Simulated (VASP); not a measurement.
Wanted: the native input for a VASP 6.6.1 run.

```
Task                   : single point
Functional             : PBE
Potentials or basis    : VASP PAW PBE potentials, release 64 (Li_sv, Sr_sv, H)
Cutoff                 : 520 eV
k mesh                 : 6 × 6 × 6
Occupations            : gaussian, width 0.05 eV
Spin                   : no spin polarisation
Dipole correction      : no
Further INCAR settings : ALGO = Normal; EDIFF = 1e-07; NBANDS = 16
```

The structure of SrLiH3 lies in POSCAR:

```
SrLiH3
1.0
    4.6307910000      0.0000000000      0.0405194213
    0.0000000000      4.6307910000      0.0000000000
    0.0405194213      0.0000000000      4.6307910000
Li Sr H
1 1 3
Direct
    0.0000000000      0.0000000000      0.0000000000
    0.5000000000      0.5000000000      0.5000000000
    0.0000000000      0.5000000000      0.5000000000
    0.5000000000      0.0000000000      0.5000000000
    0.5000000000      0.5000000000      0.0000000000
```

This cell differs from its parent crystal: strain +0.0175 x Voigt [0, 0, 0, 0, 1, 0].

One way to write it, as run:

INCAR

```
ALGO = Normal
EDIFF = 1E-7
ENCUT = 520
GGA = PE
ISIF = 2
ISMEAR = 0
LASPH = T
LCHARG = F
LREAL = F
LWAVE = F
NBANDS = 16
NELM = 80
PREC = Accurate
SIGMA = 0.05
```

KPOINTS

```
k-points
0
Gamma
  6 6 6
```

Potentials or basis: VASP PAW PBE potentials, release 64 (Li_sv, Sr_sv, H).

Launch:

```bash
$ cat potpaw_PBE.64/Li_sv/POTCAR potpaw_PBE.64/Sr_sv/POTCAR potpaw_PBE.64/H/POTCAR > POTCAR
$ mpirun -np 1 vasp_std > vasp.out
```

It gave:

The band gap on the k mesh is 1.79 eV (least direct gap 2.21 eV).

Caveat: the cell differs from its parent crystal (strain +0.0175 x Voigt [0, 0, 0, 0, 1, 0]).

It took 40 s on 1 thread of Intel(R) Xeon(R) Platinum 8559C (Emerald Rapids), on a shared host, peak memory 0.25 GiB.
